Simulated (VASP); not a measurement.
# AgI (Iodargyrite) (P6_3mc) in VASP: further runs

Runs on AgI (Iodargyrite). Level: PBE. Tasks: single point, relaxation of cell and atoms.

Program: VASP 6.6.1. These are calculated values, not measurements. Logs are shortened: lines on timing, memory, paths and dates and some standing lists are left out, and cuts for length are marked.

## Step 1: The cell of the first run

It takes space group P6_3mc (No. 186, hexagonal). The conventional cell has a = 4.686 Å, b = 4.686 Å, c = 7.664 Å, α = 90.00°, β = 90.00°, γ = 120.00°. Ag (site symmetry 3m) has 4 I at 2.87 Å within 3.8 Å. I (site symmetry 3m) has 4 Ag at 2.87 Å within 3.8 Å.

## Step 2: Single point, PBE

INCAR

```
SYSTEM = AgI
PREC = Accurate ; ENCUT = 500
EDIFF = 1E-6 ; ISMEAR = 0
SIGMA = 0.02 ; LREAL = .False.
LASPH = .True. ; NELM = 120
ALGO = Normal ; ISIF = 2
LWAVE = .False. ; LCHARG = .False.
GGA = PE ; NBANDS = 26
GGA_COMPAT = .False.
```

KPOINTS

```
Automatic mesh
0
Gamma
  9 9 4
  0 0 0
```

POSCAR

```
AgI
1.0
    4.6855431303      0.0000000000      0.0000000000
   -2.3427715651      4.0577993814      0.0000000000
    0.0000000000      0.0000000000      7.6643050809
Ag I
2 2
Direct
    0.6666666667      0.3333333333      0.6276457011
    0.3333333333      0.6666666667      0.1276457011
    0.6666666667      0.3333333333      0.0023542989
    0.3333333333      0.6666666667      0.5023542989
```

Potentials or basis: VASP PAW PBE potentials, release 64 (Ag, I).

Command:

```bash
> cat potpaw_PBE.64/Ag/POTCAR potpaw_PBE.64/I/POTCAR > POTCAR
> mpirun -np 1 vasp_std > vasp.out
```

OUTCAR:

```text
SYSTEM = AgI
   PREC = Accurate
   ENCUT = 500
   EDIFF = 1E-6
   ISMEAR = 0
   LREAL = .False.
   LASPH = .True.
   NELM = 120
   ISIF = 2
   GGA = PE

 ion  position               nearest neighbor table
   1  0.667  0.333  0.628-   4 2.87   4 2.87   4 2.87   3 2.87
   2  0.333  0.667  0.128-   3 2.87   3 2.87   3 2.87   4 2.87
   3  0.667  0.333  0.002-   2 2.87   2 2.87   2 2.87   1 2.87
   4  0.333  0.667  0.502-   1 2.87   1 2.87   1 2.87   2 2.87

  LATTYP: Found a hexagonal cell.
 ALAT       =     4.6855431303
 C/A-ratio  =     1.6357346134

  Lattice vectors:

 A1 = (   4.6855431303,   0.0000000000,   0.0000000000)
 A2 = (  -2.3427715651,   4.0577993814,   0.0000000000)
 A3 = (   0.0000000000,   0.0000000000,   7.6643050809)

Analysis of symmetry for initial positions (statically):
=====================================================================
 Subroutine PRICEL returns:
 Original cell was already a primitive cell.

 Routine SETGRP: Setting up the symmetry group for a
 hexagonal supercell.

 Subroutine GETGRP returns: Found 12 space group operations
 (whereof  6 operations were pure point group operations)
 out of a pool of 24 trial point group operations.

The static configuration has the point symmetry C_3v.
 The point group associated with its full space group is C_6v.

Analysis of symmetry for dynamics (positions and initial velocities):
=====================================================================
 Subroutine PRICEL returns:
 Original cell was already a primitive cell.

 Routine SETGRP: Setting up the symmetry group for a
 hexagonal supercell.

 Subroutine GETGRP returns: Found 12 space group operations
 (whereof  6 operations were pure point group operations)
 out of a pool of 24 trial point group operations.

The dynamic configuration has the point symmetry C_3v.
 The point group associated with its full space group is C_6v.

 Subroutine INISYM returns: Found 12 space group operations
 (whereof  6 operations are pure point group operations),
 and found     1 'primitive' translations

----------------------------------------------------------------------------------------

                                     Primitive cell

  volume of cell :     145.7214

  direct lattice vectors                    reciprocal lattice vectors
     4.685543130  0.000000000  0.000000000     0.213422430  0.123219497  0.000000000
    -2.342771565  4.057799381  0.000000000     0.000000000  0.246438995  0.000000000
     0.000000000  0.000000000  7.664305081     0.000000000  0.000000000  0.130474973

  length of vectors
     4.685543130  4.685543130  7.664305081     0.246438995  0.246438995  0.130474973

  position of ions in fractional coordinates (direct lattice)
     0.666666667  0.333333333  0.627645701
     0.333333333  0.666666667  0.127645701
     0.666666667  0.333333333  0.002354299
     0.333333333  0.666666667  0.502354299

  ion indices of the primitive-cell ions
   primitive index   ion index
                 1           1
                 2           2
                 3           3
                 4           4

----------------------------------------------------------------------------------------

 KPOINTS: Automatic mesh

Automatic generation of k-mesh.
 Grid dimensions read from file:
 generate k-points for:    9    9    4

 Generating k-lattice:

  Cartesian coordinates                     Fractional coordinates (reciprocal lattice)
     0.023713603  0.013691055  0.000000000     0.111111111  0.000000000  0.000000000
     0.000000000  0.027382111  0.000000000     0.000000000  0.111111111  0.000000000
     0.000000000  0.000000000  0.032618743     0.000000000  0.000000000  0.250000000

  Length of vectors
     0.027382111  0.027382111  0.032618743

  Shift w.r.t. Gamma in fractional coordinates (k-lattice)
     0.000000000  0.000000000  0.000000000

 Subroutine IBZKPT returns following result:
 ===========================================

 Found     36 irreducible k-points:

 Following reciprocal coordinates:
            Coordinates               Weight
  0.000000  0.000000  0.000000      1.000000
  0.111111  0.000000  0.000000      6.000000
  0.222222  0.000000  0.000000      6.000000
  0.333333  0.000000  0.000000      6.000000
  0.444444  0.000000  0.000000      6.000000
  0.111111  0.111111  0.000000      6.000000
[... 16 lines left out ...]
  0.333333  0.222222  0.250000     24.000000
  0.333333  0.333333  0.250000      4.000000
 [... further k-points ...]
   k-points           NKPTS =     36   k-points in BZ     NKDIM =     36   number of bands    NBANDS=     26
   number of dos      NEDOS =    301   number of ions     NIONS =      4
   total plane-waves  NPLWV =  72576
   dimension x,y,z NGX =    36 NGY =   36 NGZ =   56
   dimension x,y,z NGXF=    72 NGYF=   72 NGZF=  112
   ions per type =               2   2
   NGX,Y,Z   is equivalent  to a cutoff of  12.77, 12.77, 12.15 a.u.
   NGXF,Y,Z  is equivalent  to a cutoff of  25.55, 25.55, 24.29 a.u.
 SYSTEM =  AgI
   PREC   = accura    normal or accurate (medium, high low for compatibility)
   ISTART =      0    job   : 0-new  1-cont  2-samecut
   ICHARG =      2    charge: 1-file 2-atom 10-const
   ISPIN  =      1    spin polarized calculation?
   LNONCOLLINEAR =      F non collinear calculations
   LSORBIT =      F    spin-orbit coupling
   LASPH  =      T    aspherical Exc in radial PAW
   ENCUT  =  500.0 eV  36.75 Ry    6.06 a.u.   8.54  8.54 13.97*2*pi/ulx,y,z
   NELM   =    120;   NELMIN=  2; NELMDL= -5     # of ELM steps
   EDIFF  = 0.1E-05   stopping-criterion for ELM
   LREAL  =      F    real-space projection
   EDIFFG = 0.1E-04   stopping-criterion for IOM
   NSW    =      0    number of steps for IOM
   IBRION =     -1    ionic relax: 0-MD 1-quasi-New 2-CG
   NFREE  =      0    steps in history (QN), initial steepest desc. (CG)
   ISIF   =      2    stress and relaxation
   ISYM   =      2    0-nonsym 1-usesym 2-fastsym
   POTIM  = 0.5000    time-step for ionic-motion
   TEBEG  =    0.0;   TEEND  =   0.0 temperature during run
   PSTRESS=    0.0 pullay stress
   NELECT =      36.0000    total number of electrons
   NUPDOWN=      -1.0000    fix difference up-down
   EMIN   =  10.00;   EMAX   =-10.00  energy-range for DOS
   EFERMI =   0.00;   METHOD = LEGACY
   ISMEAR =     0;   SIGMA  =   0.02  broadening in eV -4-tet -1-fermi 0-gaus
   EFERMI_NEDOS =   21; number of points for ismear=-14 and -15
   IALGO  =     38    algorithm
   IMIX   =      4    mixing-type and parameters
     AMIX     =   0.40;   BMIX     =  1.00
     AMIX_MAG =   1.60;   BMIX_MAG =  1.00
  volume/ion in A,a.u.               =      36.43       245.84
  Fermi-wavevector in a.u.,A,eV,Ry     =   1.027230  1.941184 14.356901  1.055202
  Thomas-Fermi vector in A             =   2.161165
   LORBIT       =      0    0 simple, 1 ext, 2 COOP (PROOUT), +10 PAW based schemes
   GGA     = PE    functional components
   LHFCALC =     F    Hartree Fock is set to
   AEXX    =    0.0000 exact exchange contribution
   IVDW    =     0    specifies the selected vdW correction
   LEPSILON=     F    determine dielectric tensor
   LRPA    =     F    only Hartree local field effects (RPA)
 non-spin polarized calculation
 Gauss-broadening in eV      SIGMA  =   0.02
  energy-cutoff  :      500.00
  volume of cell :      145.72
 maximum number of plane-waves:      3730
 NGX is ok and might be reduce to    36
   NGX = 17   NGY = 17   NGZ = 27

 number of electron      35.9999997 magnetization

 Free energy of the ion-electron system (eV)
  ---------------------------------------------------
  ext. energy  EPLUGINS =         0.00000000
  ---------------------------------------------------
  free energy    TOTEN  =        -9.58117715 eV

  energy without entropy =       -9.58117715  energy(sigma->0) =       -9.58117715

 E-fermi :   2.5796     XC(G=0):  -8.1433

 val. band max:        2.4630150839   @ k =   0.0000   0.0000   0.0000
 cond. band min:       3.8318169358   @ k =   0.0000   0.0000   0.0000
 fundamental gap:      1.3688018519
 Fermi energy:         2.5796214610

 k-point     1 :       0.0000    0.0000    0.0000
  band No.  band energies     occupation
      1     -10.0138      2.00000
      2      -9.7690      2.00000
      3      -1.3850      2.00000
      4      -1.3808      2.00000
      5      -1.3808      2.00000
      6      -1.2842      2.00000
[... 18 lines left out ...]
     25       9.1630      0.00000
     26       9.6679      0.00000

 k-point     2 :       0.1111    0.0000    0.0000
  band No.  band energies     occupation
      1      -9.9894      2.00000
      2      -9.7569      2.00000
      3      -1.4023      2.00000
      4      -1.3653      2.00000
      5      -1.3619      2.00000
      6      -1.2567      2.00000
[... 18 lines left out ...]
     25       9.3896      0.00000
     26       9.4958      0.00000

 k-point     3 :       0.2222    0.0000    0.0000
  band No.  band energies     occupation
      1      -9.9247      2.00000
      2      -9.7276      2.00000
      3      -1.4492      2.00000
      4      -1.3354      2.00000
      5      -1.3153      2.00000
      6      -1.2354      2.00000
[... 18 lines left out ...]
     25       9.3284      0.00000
     26      10.0038      0.00000

 k-point     4 :       0.3333    0.0000    0.0000
  band No.  band energies     occupation
      1      -9.8434      2.00000
      2      -9.6995      2.00000
      3      -1.4795      2.00000
      4      -1.3391      2.00000
      5      -1.2659      2.00000
      6      -1.1530      2.00000
[... 18 lines left out ...]
     25       9.8601      0.00000
     26      10.1848      0.00000
[... 496 lines left out ...]
      1      -9.7866      2.00000
      2      -9.7071      2.00000
      3      -1.4297      2.00000
      4      -1.3860      2.00000
      5      -1.2220      2.00000
      6      -1.2049      2.00000
[... 18 lines left out ...]
     25       9.5548      0.00000
     26      10.3876      0.00000

 k-point    23 :       0.3333    0.2222    0.2500
  band No.  band energies     occupation
      1      -9.7387      2.00000
      2      -9.6985      2.00000
      3      -1.3955      2.00000
      4      -1.3308      2.00000
      5      -1.2418      2.00000
      6      -1.1117      2.00000
[... 18 lines left out ...]
     25      10.0644      0.00000
     26      10.5036      0.00000

 k-point    24 :       0.3333    0.3333    0.2500
  band No.  band energies     occupation
      1      -9.7088      2.00000
      2      -9.7088      2.00000
      3      -1.3267      2.00000
      4      -1.2791      2.00000
      5      -1.2791      2.00000
      6      -1.0821      2.00000
[... 18 lines left out ...]
     25      10.5971      0.00000
     26      10.5971      0.00000

 [... further k-points ...]
[... 5 lines left out ...]
  --------------------------------------------------------------------------------------
  -------------------------------------------------------------------------------------
  Total       -0.0678792     -0.0678792     -0.0598677     -0.0000000      0.0000000      0.0000000
  in kB       -0.7463184     -0.7463184     -0.6582334     -0.0000000      0.0000000      0.0000000
  external PRESSURE =      -0.7169567 kB  Pullay stress =       0.0000000 kB

 VOLUME and BASIS-vectors are now :
 -----------------------------------------------------------------------------
  energy-cutoff  :      500.00
  volume of cell :      145.72
      direct lattice vectors                 reciprocal lattice vectors
     4.685543130  0.000000000  0.000000000     0.213422430  0.123219497  0.000000000
    -2.342771565  4.057799381  0.000000000     0.000000000  0.246438995  0.000000000
     0.000000000  0.000000000  7.664305081     0.000000000  0.000000000  0.130474973

 POSITION                                       TOTAL-FORCE (eV/Angst)
 -----------------------------------------------------------------------------------
      2.34277      1.35260      4.81047        -0.000000      0.000000     -0.001928
     -0.00000      2.70520      0.97832         0.000000     -0.000000     -0.001928
      2.34277      1.35260      0.01804        -0.000000     -0.000000      0.001928
     -0.00000      2.70520      3.85020         0.000000     -0.000000      0.001928
 -----------------------------------------------------------------------------------
    total drift:                               -0.000000      0.000000     -0.000428

  FREE ENERGIE OF THE ION-ELECTRON SYSTEM (eV)
  ---------------------------------------------------
  free  energy   TOTEN  =        -9.5811771468 eV

  energy  without entropy=       -9.5811771468  energy(sigma->0) =       -9.58117715
```

Run time: 51 s. Hardware: 1 thread of Intel Xeon 6975P-C (Granite Rapids), shared host; peak memory 0.32 GiB.

What came out:

```yaml
Free_energy: -9.5812 eV
Pressure: -0.1 GPa
Band_gap_on_the_k_mesh: 1.37 eV, direct
```

Caveat: spin-orbit coupling is left out, which moves the levels of the heavy elements. A k mesh can miss the band edges.

## Step 3: Relaxation of cell and atoms, PBE

This run uses another cell than the first one, of 34.30 Å³/atom, 0.942 times its volume.

INCAR

```
PREC = Accurate
ENCUT = 500
EDIFF = 1E-7
ISMEAR = 0
SIGMA = 0.02
LREAL = F
LASPH = T
NELM = 120
ALGO = Normal
ISIF = 3
LWAVE = F
LCHARG = F
GGA = PE
IBRION = 2
NSW = 100
EDIFFG = -0.005
GGA_COMPAT = F
NELMIN = 4
```

KPOINTS

```
Automatic mesh
0
Gamma
  9 9 4
```

POSCAR

```
AgI
1.0
    4.5900000000      0.0000000000      0.0000000000
   -2.2950000000      3.9750566034      0.0000000000
    0.0000000000      0.0000000000      7.5200000000
Ag I
2 2
Direct
    0.6666666667      0.3333333333      0.6300000000
    0.3333333333      0.6666666667      0.1300000000
    0.6666666667      0.3333333333      0.0000000000
    0.3333333333      0.6666666667      0.5000000000
```

Potentials or basis: VASP PAW PBE potentials, release 64 (Ag, I).

Command:

```bash
> cat potpaw_PBE.64/Ag/POTCAR potpaw_PBE.64/I/POTCAR > POTCAR
> mpirun -np 1 vasp_std > vasp.out
```

It took 5.6 min on 1 thread of Intel Xeon 6975P-C (Granite Rapids), shared host; peak memory 0.33 GiB.

It converged, with:

```
Free energy                            : -9.5808 eV
Relaxed volume                         : 36.38 Å³/atom
Relaxed cell                           : a = 4.683 Å, b = 4.683 Å, c = 7.661 Å, α = 90.00°, β = 90.00°, γ = 120.00°
Space group after relaxing (to 0.05 Å) : P6_3mc (No. 186)
Energy gained by relaxing              : 11.2 meV/atom
Ionic steps                            : 12
Pressure after relaxing                : 0.0 GPa
Band gap on the k mesh                 : 1.37 eV, direct
```

Forces on the atoms (eV/Å):
```
Ag   0.000  0.000  0.003
Ag   0.000  0.000  0.003
I    0.000  0.000 -0.003
I    0.000  0.000 -0.003
```

The path:
```
step  energy change (eV)  largest force (eV/Å)  pressure (GPa)  volume (Å³)
   1              0.0000                0.0817            1.76       137.21
   2             -0.0441                0.0245            0.12       144.81
   3             -0.0443                0.0209           -0.02       145.54
   4             -0.0443                0.0217            0.01       145.37
   5             -0.0444                0.0188            0.01       145.35
   6             -0.0446                0.0101            0.02       145.31
   7             -0.0447                0.0068            0.04       145.22
   8             -0.0448                0.0064            0.03       145.28
   9             -0.0449                0.0053            0.00       145.46
  10             -0.0449                0.0034           -0.07       145.83
  11             -0.0450                0.0046           -0.03       145.59
  12             -0.0450                0.0027           -0.01       145.50
```

Final structure:
```
Ag I
1.0
     4.68309    0.00000    0.00000
    -2.34155    4.05568    0.00000
     0.00000    0.00000    7.66075
Ag I
2 2
Direct
  0.66667 0.33333 0.62748
  0.33333 0.66667 0.12748
  0.66667 0.33333 0.00252
  0.33333 0.66667 0.50252
```

Levels at points of the mesh, in eV from the valence-band top:
| k point | band 15 | band 16 | band 17 | band 18 | band 19 | band 20 | band 21 | band 22 |
| --- | --- | --- | --- | --- | --- | --- | --- | --- |
| (0.00, 0.00, 0.00) | -0.63 | -0.06 | 0.00 | 0.00 | 1.37 | 2.67 | 5.85 | 5.85 |
| (0.00, 0.00, 0.50) | -0.32 | -0.32 | -0.32 | -0.32 | 2.64 | 2.64 | 5.64 | 5.64 |

Caveat: spin-orbit coupling is left out, which moves the levels of the heavy elements.

(Part 1 of 2 ends here.)
